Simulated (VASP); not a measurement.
# Ba (Pm-3m) in VASP: further runs

Runs on Ba. Level: r2SCAN. Tasks: single point.

Everything below comes from runs of VASP 6.6.1. Logs are shortened: lines on timing, memory, paths and dates and some standing lists are left out, and cuts for length are marked.

## (1) The cell of the first run

The structure is cubic, space group Pm-3m (No. 221). Conventional cell: a = 3.918 Å, b = 3.918 Å, c = 3.918 Å, α = 90.00°, β = 90.00°, γ = 90.00°. Ba (site symmetry m-3m) has 6 Ba at 3.92 Å within 5.1 Å.

## (2) Single point, r2SCAN

Input file POSCAR:

```
Ba
1.0
    3.9177175405      0.0000000000      0.0000000000
    0.0000000000      3.9177175405      0.0000000000
    0.0000000000      0.0000000000      3.9177175405
Ba
1
Direct
    0.0000000000      0.0000000000      0.0000000000
```

Input file INCAR.step1:

```
ALGO     = Normal         # electronic algorithm
EDIFF    = 1E-4           # SCF threshold, eV
ENCUT    = 520            # plane-wave cutoff, eV
GGA      = PE             # functional
ISMEAR   = -1             # smearing method
LASPH    = T              # aspherical terms in the spheres
LCHARG   = F              # write CHGCAR
LREAL    = F              # projectors in reciprocal space
LWAVE    = T              # write WAVECAR
NBANDS   = 11             # bands
NELM     = 60             # most SCF steps
PREC     = Accurate       # precision mode
SIGMA    = 0.05           # smearing width, eV
```

Input file INCAR.step2:

```
ALGO     = Normal         # electronic algorithm
EDIFF    = 1E-6           # SCF threshold, eV
ENCUT    = 520            # plane-wave cutoff, eV
ISIF     = 2              # what is computed and relaxed
ISMEAR   = -1             # smearing method
ISTART   = 1            
LASPH    = T              # aspherical terms in the spheres
LCHARG   = T              # write CHGCAR
LELF     = T              # ELF
LMIXTAU  = T            
LREAL    = F              # projectors in reciprocal space
LVHAR    = T            
LWAVE    = F              # write WAVECAR
METAGGA  = R2SCAN         # meta-GGA
NBANDS   = 11             # bands
NELM     = 60             # most SCF steps
PREC     = Accurate       # precision mode
SIGMA    = 0.05           # smearing width, eV
```

Input file KPOINTS:

```
k-points
0
Gamma
  6 6 6
```

Potentials or basis: VASP PAW PBE potentials, release 64 (Ba_sv).

On the command line:

```console
> cat potpaw_PBE.64/Ba_sv/POTCAR > POTCAR
> cp INCAR.step1 INCAR
> mpirun -np 1 vasp_std > vasp.out
> cp INCAR.step2 INCAR
> mpirun -np 1 vasp_std > vasp.out
```

OUTCAR:

```text
EDIFF = 1E-6
   ENCUT = 520
   ISIF = 2
   ISMEAR = -1
   ISTART = 1
   LASPH = T
   LREAL = F
   METAGGA = R2SCAN
   NELM = 60
   PREC = Accurate

 ion  position               nearest neighbor table
   1  0.000  0.000  0.000-

  LATTYP: Found a simple cubic cell.
 ALAT       =     3.9177175405

  Lattice vectors:

 A1 = (   3.9177175405,   0.0000000000,   0.0000000000)
 A2 = (   0.0000000000,   3.9177175405,   0.0000000000)
 A3 = (   0.0000000000,   0.0000000000,   3.9177175405)

Analysis of symmetry for initial positions (statically):
=====================================================================
 Subroutine PRICEL returns:
 Original cell was already a primitive cell.

 Routine SETGRP: Setting up the symmetry group for a
 simple cubic supercell.

 Subroutine GETGRP returns: Found 48 space group operations
 (whereof 48 operations were pure point group operations)
 out of a pool of 48 trial point group operations.

The static configuration has the point symmetry O_h .

Analysis of symmetry for dynamics (positions and initial velocities):
=====================================================================
 Subroutine PRICEL returns:
 Original cell was already a primitive cell.

 Routine SETGRP: Setting up the symmetry group for a
 simple cubic supercell.

 Subroutine GETGRP returns: Found 48 space group operations
 (whereof 48 operations were pure point group operations)
 out of a pool of 48 trial point group operations.

The dynamic configuration has the point symmetry O_h .

 Subroutine INISYM returns: Found 48 space group operations
 (whereof 48 operations are pure point group operations),
 and found     1 'primitive' translations

----------------------------------------------------------------------------------------

                                     Primitive cell

  volume of cell :      60.1311

  direct lattice vectors                    reciprocal lattice vectors
     3.917717540  0.000000000  0.000000000     0.255250663  0.000000000  0.000000000
     0.000000000  3.917717540  0.000000000     0.000000000  0.255250663  0.000000000
     0.000000000  0.000000000  3.917717540     0.000000000  0.000000000  0.255250663

  length of vectors
     3.917717540  3.917717540  3.917717540     0.255250663  0.255250663  0.255250663

  position of ions in fractional coordinates (direct lattice)
     0.000000000  0.000000000  0.000000000

  ion indices of the primitive-cell ions
   primitive index   ion index
                 1           1

----------------------------------------------------------------------------------------

 KPOINTS: k-points

Automatic generation of k-mesh.
 Grid dimensions read from file:
 generate k-points for:    6    6    6

 Generating k-lattice:

  Cartesian coordinates                     Fractional coordinates (reciprocal lattice)
     0.042541777  0.000000000  0.000000000     0.166666667  0.000000000  0.000000000
     0.000000000  0.042541777  0.000000000     0.000000000  0.166666667  0.000000000
     0.000000000  0.000000000  0.042541777     0.000000000  0.000000000  0.166666667

  Length of vectors
     0.042541777  0.042541777  0.042541777

  Shift w.r.t. Gamma in fractional coordinates (k-lattice)
     0.000000000  0.000000000  0.000000000

 Subroutine IBZKPT returns following result:
 ===========================================

 Found     20 irreducible k-points:

 Following reciprocal coordinates:
            Coordinates               Weight
  0.000000  0.000000  0.000000      1.000000
  0.166667  0.000000  0.000000      6.000000
  0.333333  0.000000  0.000000      6.000000
  0.500000  0.000000  0.000000      3.000000
  0.166667  0.166667  0.000000     12.000000
  0.333333  0.166667  0.000000     24.000000
[... 12 lines left out ...]
  0.500000  0.500000  0.333333      6.000000
  0.500000  0.500000  0.500000      1.000000
   k-points           NKPTS =     20   k-points in BZ     NKDIM =     20   number of bands    NBANDS=     11
   number of dos      NEDOS =    301   number of ions     NIONS =      1
   total plane-waves  NPLWV =  27000
   dimension x,y,z NGX =    30 NGY =   30 NGZ =   30
   dimension x,y,z NGXF=    60 NGYF=   60 NGZF=   60
   ions per type =               1
   NGX,Y,Z   is equivalent  to a cutoff of  12.73, 12.73, 12.73 a.u.
   NGXF,Y,Z  is equivalent  to a cutoff of  25.46, 25.46, 25.46 a.u.
 SYSTEM =  unknown system
   PREC   = accura    normal or accurate (medium, high low for compatibility)
   ISTART =      1    job   : 0-new  1-cont  2-samecut
   ICHARG =      0    charge: 1-file 2-atom 10-const
   ISPIN  =      1    spin polarized calculation?
   LNONCOLLINEAR =      F non collinear calculations
   LSORBIT =      F    spin-orbit coupling
   LASPH  =      T    aspherical Exc in radial PAW
   ENCUT  =  520.0 eV  38.22 Ry    6.18 a.u.   7.28  7.28  7.28*2*pi/ulx,y,z
   NELM   =     60;   NELMIN=  2; NELMDL=  0     # of ELM steps
   EDIFF  = 0.1E-05   stopping-criterion for ELM
   LREAL  =      F    real-space projection
   EDIFFG = 0.1E-04   stopping-criterion for IOM
   NSW    =      0    number of steps for IOM
   IBRION =     -1    ionic relax: 0-MD 1-quasi-New 2-CG
   NFREE  =      0    steps in history (QN), initial steepest desc. (CG)
   ISIF   =      2    stress and relaxation
   ISYM   =      2    0-nonsym 1-usesym 2-fastsym
   POTIM  = 0.5000    time-step for ionic-motion
   TEBEG  =    0.0;   TEEND  =   0.0 temperature during run
   PSTRESS=    0.0 pullay stress
   NELECT =      10.0000    total number of electrons
   NUPDOWN=      -1.0000    fix difference up-down
   EMIN   =  10.00;   EMAX   =-10.00  energy-range for DOS
   EFERMI =   0.00;   METHOD = LEGACY
   ISMEAR =    -1;   SIGMA  =   0.05  broadening in eV -4-tet -1-fermi 0-gaus
   EFERMI_NEDOS =   21; number of points for ismear=-14 and -15
   IALGO  =     38    algorithm
   IMIX   =      4    mixing-type and parameters
     AMIX     =   0.40;   BMIX     =  1.00
     AMIX_MAG =   1.60;   BMIX_MAG =  1.00
  volume/ion in A,a.u.               =      60.13       405.78
  Fermi-wavevector in a.u.,A,eV,Ry     =   0.900275  1.701272 11.027448  0.810495
  Thomas-Fermi vector in A             =   2.023212
   LORBIT       =      0    0 simple, 1 ext, 2 COOP (PROOUT), +10 PAW based schemes
   METAGGA = R2SCAN    functional components
   LHFCALC =     F    Hartree Fock is set to
   AEXX    =    0.0000 exact exchange contribution
   IVDW    =     0    specifies the selected vdW correction
   LEPSILON=     F    determine dielectric tensor
   LRPA    =     F    only Hartree local field effects (RPA)
 non-spin polarized calculation
  energy-cutoff  :      520.00
  volume of cell :       60.13
 maximum number of plane-waves:      1647
 NGX is ok and might be reduce to    30
   NGX = 15   NGY = 15   NGZ = 15

 number of electron      10.0000001 magnetization

 Free energy of the ion-electron system (eV)
  ---------------------------------------------------
  ext. energy  EPLUGINS =         0.00000000
  ---------------------------------------------------
  free energy    TOTEN  =       -26.16908154 eV

  energy without entropy =      -26.16103913  energy(sigma->0) =      -26.16506034

 E-fermi :   1.8857     XC(G=0):  -7.9699

 val. band max:        1.8270113593   @ k =   0.5000   0.1667   0.1667
 cond. band min:       1.9674405253   @ k =   0.5000   0.1667   0.0000
 fundamental gap:      0.1404291660
 Fermi energy:         1.8856978935

 k-point     1 :       0.0000    0.0000    0.0000
  band No.  band energies     occupation
      1     -28.3899      2.00000
      2     -12.7921      2.00000
      3     -12.7921      2.00000
      4     -12.7921      2.00000
      5      -0.8620      2.00000
      6       2.0157      0.13815
      7       2.0157      0.13815
      8       7.0734      0.00000
      9       7.0734      0.00000
     10       7.0734      0.00000
     11      10.0566      0.00000

 k-point     2 :       0.1667    0.0000    0.0000
  band No.  band energies     occupation
      1     -28.3731      2.00000
      2     -12.9987      2.00000
      3     -12.7738      2.00000
      4     -12.7738      2.00000
      5      -0.4383      2.00000
      6       2.1557      0.00899
      7       2.4334      0.00003
      8       6.1850      0.00000
      9       6.1850      0.00000
     10       7.1394      0.00000
     11       8.6708      0.00000

 k-point     3 :       0.3333    0.0000    0.0000
  band No.  band energies     occupation
      1     -28.3391      2.00000
      2     -13.3818      2.00000
      3     -12.7370      2.00000
      4     -12.7370      2.00000
      5       0.5257      2.00000
      6       2.4755      0.00002
      7       2.9404      0.00000
      8       5.1015      0.00000
      9       5.1015      0.00000
     10       7.2781      0.00000
     11       7.9978      0.00000

 k-point     4 :       0.5000    0.0000    0.0000
  band No.  band energies     occupation
      1     -28.3220      2.00000
      2     -13.5608      2.00000
      3     -12.7184      2.00000
      4     -12.7184      2.00000
      5       1.2960      1.99998
      6       2.5742      0.00000
      7       2.6625      0.00000
      8       4.6937      0.00000
      9       4.6937      0.00000
     10       7.3512      0.00000
     11       9.1379      0.00000
[... 183 lines left out ...]
 k-point    18 :       0.5000    0.3333    0.3333
  band No.  band energies     occupation
      1     -28.2253      2.00000
      2     -13.3888      2.00000
      3     -13.2056      2.00000
      4     -13.1891      2.00000
      5       1.5236      1.99857
      6       2.2501      0.00137
      7       2.5816      0.00000
      8       5.7632      0.00000
      9       6.1007      0.00000
     10       7.5668      0.00000
     11       8.4046      0.00000

 k-point    19 :       0.5000    0.5000    0.3333
  band No.  band energies     occupation
      1     -28.2092      2.00000
      2     -13.3606      2.00000
      3     -13.3606      2.00000
      4     -13.1722      2.00000
      5       1.4068      1.99986
      6       2.2165      0.00268
      7       2.2165      0.00268
      8       6.0209      0.00000
      9       6.7652      0.00000
     10       8.6975      0.00000
     11       8.8511      0.00000

 k-point    20 :       0.5000    0.5000    0.5000
  band No.  band energies     occupation
      1     -28.1932      2.00000
      2     -13.3333      2.00000
      3     -13.3333      2.00000
      4     -13.3333      2.00000
      5       1.7662      1.83200
      6       1.7662      1.83200
      7       1.7662      1.83200
      8       5.8765      0.00000
      9       8.7423      0.00000
     10       8.7423      0.00000
     11       9.3980      0.00000

------------------------ aborting loop because EDIFF is reached ----------------------------------------

  FORCE on cell =-STRESS in cart. coord.  units (eV):
  Direction    XX          YY          ZZ          XY          YZ          ZX
  --------------------------------------------------------------------------------------
  -------------------------------------------------------------------------------------
  Total        0.0559189      0.0559189      0.0559189      0.0000000      0.0000000      0.0000000
  in kB        1.4899442      1.4899442      1.4899442      0.0000000      0.0000000      0.0000000
  external PRESSURE =       1.4899442 kB  Pullay stress =       0.0000000 kB

 VOLUME and BASIS-vectors are now :
 -----------------------------------------------------------------------------
  energy-cutoff  :      520.00
  volume of cell :       60.13
      direct lattice vectors                 reciprocal lattice vectors
     3.917717540  0.000000000  0.000000000     0.255250663  0.000000000  0.000000000
     0.000000000  3.917717540  0.000000000     0.000000000  0.255250663  0.000000000
     0.000000000  0.000000000  3.917717540     0.000000000  0.000000000  0.255250663

 POSITION                                       TOTAL-FORCE (eV/Angst)
 -----------------------------------------------------------------------------------
      0.00000      0.00000      0.00000         0.000000      0.000000      0.000000
 -----------------------------------------------------------------------------------
    total drift:                               -0.000000      0.000000     -0.000000

  FREE ENERGIE OF THE ION-ELECTRON SYSTEM (eV)
  ---------------------------------------------------
  free  energy   TOTEN  =       -26.1690815445 eV

  energy  without entropy=      -26.1610391318  energy(sigma->0) =      -26.16506034
```

Run time: 31 s. Hardware: 1 thread of Intel Xeon Platinum 8559C (Emerald Rapids), shared host; peak memory 0.17 GiB.

Results:

| Quantity | Value |
| --- | --- |
| Free energy | -26.1691 eV |
| Pressure | 0.1 GPa |
| Band gap on the k mesh | zero (band 5 reaches 1.83 eV, above the bottom of band 6 at 1.77 eV) |

Caveat: the PAW data sets were made with another functional, which shifts forces and pressure a little; spin-orbit coupling is left out, which moves the levels of the heavy elements.

## (3) Single point, r2SCAN

POSCAR is that of step 2.

Input file INCAR.step1:

```
ALGO     = Normal         # electronic algorithm
EDIFF    = 1E-4           # SCF threshold, eV
ENCUT    = 520            # plane-wave cutoff, eV
GGA      = PE             # functional
ISMEAR   = -1             # smearing method
LASPH    = True           # aspherical terms in the spheres
LCHARG   = False          # write CHGCAR
LREAL    = False          # projectors in reciprocal space
LWAVE    = True           # write WAVECAR
NBANDS   = 11             # bands
NELM     = 80             # most SCF steps
PREC     = Accurate       # precision mode
SIGMA    = 0.05           # smearing width, eV
```

Input file INCAR.step2:

```
ALGO     = Normal         # electronic algorithm
EDIFF    = 1E-6           # SCF threshold, eV
ENCUT    = 520            # plane-wave cutoff, eV
ISIF     = 2              # what is computed and relaxed
ISMEAR   = -1             # smearing method
ISTART   = 1            
LASPH    = True           # aspherical terms in the spheres
LCHARG   = False          # write CHGCAR
LMIXTAU  = True         
LREAL    = False          # projectors in reciprocal space
LWAVE    = False          # write WAVECAR
METAGGA  = R2SCAN         # meta-GGA
NBANDS   = 11             # bands
NELM     = 80             # most SCF steps
PREC     = Accurate       # precision mode
SIGMA    = 0.05           # smearing width, eV
```

Input file KPOINTS:

```
k-points
0
Gamma
  8 8 8
```

Potentials or basis: VASP PAW PBE potentials, release 64 (Ba_sv).

On the command line:

```console
> cat potpaw_PBE.64/Ba_sv/POTCAR > POTCAR
> cp INCAR.step1 INCAR
> mpirun -np 1 vasp_std > vasp.out
> cp INCAR.step2 INCAR
> mpirun -np 1 vasp_std > vasp.out
```

Wall time 42 s (1 thread of Intel Xeon Platinum 8559C (Emerald Rapids), shared host); peak memory 0.18 GiB.

Results (log left out):

```
Free energy            : -26.1825 eV
Pressure               : 0.1 GPa
Band gap on the k mesh : zero (band 5 reaches 1.90 eV, above the bottom of band 6 at 1.76 eV)
```

Levels at points of the mesh, in eV from the Fermi level:
```csv
k point,band 3,band 4,band 5,band 6,band 7,band 8
"(0.00, 0.00, 0.00)",-14.71,-14.71,-2.77,0.10,0.10,5.16
"(0.50, 0.00, 0.00)",-14.64,-14.64,-0.62,0.67,0.75,2.78
"(0.50, 0.50, 0.00)",-15.36,-14.57,-1.23,0.92,3.33,3.33
"(0.50, 0.50, 0.50)",-15.25,-15.25,-0.15,-0.15,-0.15,3.97
```

Caveat: the PAW data sets were made with another functional, which shifts forces and pressure a little; spin-orbit coupling is left out, which moves the levels of the heavy elements.

## (4) Single point, r2SCAN

POSCAR is that of step 3.

Input file INCAR.step1:

```
SYSTEM = Ba
ALGO = Normal
EDIFF = 1E-4
ENCUT = 520
GGA = PE
ISMEAR = -1
LASPH = .TRUE.
LCHARG = .FALSE.
LREAL = .FALSE.
LWAVE = .TRUE.
NBANDS = 11
NELM = 80
PREC = Accurate
SIGMA = 0.05
```

Input file INCAR.step2:

```
SYSTEM = Ba
ALGO = Normal
EDIFF = 1E-6
ENCUT = 520
ISIF = 2
ISMEAR = -1
ISTART = 1
LASPH = .TRUE.
LCHARG = .TRUE.
LELF = .TRUE.
LMIXTAU = .TRUE.
LREAL = .FALSE.
LVHAR = .TRUE.
LWAVE = .FALSE.
METAGGA = R2SCAN
NBANDS = 11
NELM = 80
PREC = Accurate
SIGMA = 0.05
```

Input file KPOINTS:

```
k-points
0
G
  9 9 9
  0 0 0
```

On the command line:

```console
> cat potpaw_PBE.64/Ba_sv/POTCAR > POTCAR
> cp INCAR.step1 INCAR
> mpirun -np 1 vasp_std > vasp.out
> cp INCAR.step2 INCAR
> mpirun -np 1 vasp_std > vasp.out
```

Wall time 45 s (1 thread of Intel Xeon Platinum 8559C (Emerald Rapids), shared host); peak memory 0.18 GiB.

The run converged. Its results:

```
Free energy            : -26.1861 eV
Pressure               : 0.1 GPa
Band gap on the k mesh : 0.15 eV, direct
```

Levels at points of the mesh, in eV from the valence-band top:
| k point | band 2 | band 3 | band 4 | band 5 | band 6 | band 7 | band 8 | band 9 |
| --- | --- | --- | --- | --- | --- | --- | --- | --- |
| (0.00, 0.00, 0.00) | -14.52 | -14.52 | -14.52 | -2.57 | 0.30 | 0.30 | 5.35 | 5.35 |

Caveat: the PAW data sets were made with another functional, which shifts forces and pressure a little; spin-orbit coupling is left out, which moves the levels of the heavy elements.

## (5) Overview

```csv
k mesh,gap on the mesh (eV),pressure (GPa)
6 × 6 × 6,none,0.1
8 × 8 × 8,none,0.1
9 × 9 × 9,0.15,0.1
```

Alike in all rows: task single point; level r2SCAN; potentials or basis VASP PAW PBE potentials, release 64 (Ba_sv); no spin polarisation; cell as given; cutoff (eV) 520; smearing fermi-dirac 0.05 eV.

On the cell as given the gap runs from zero (r2SCAN) to 0.15 eV (r2SCAN); the meshes differ, which moves gaps too.

Caveats: the PAW data sets were made with another functional, which shifts forces and pressure a little; spin-orbit coupling is left out, which moves the levels of the heavy elements.

Total energies depend on the potentials used, so only differences within one code and one set of settings carry meaning.
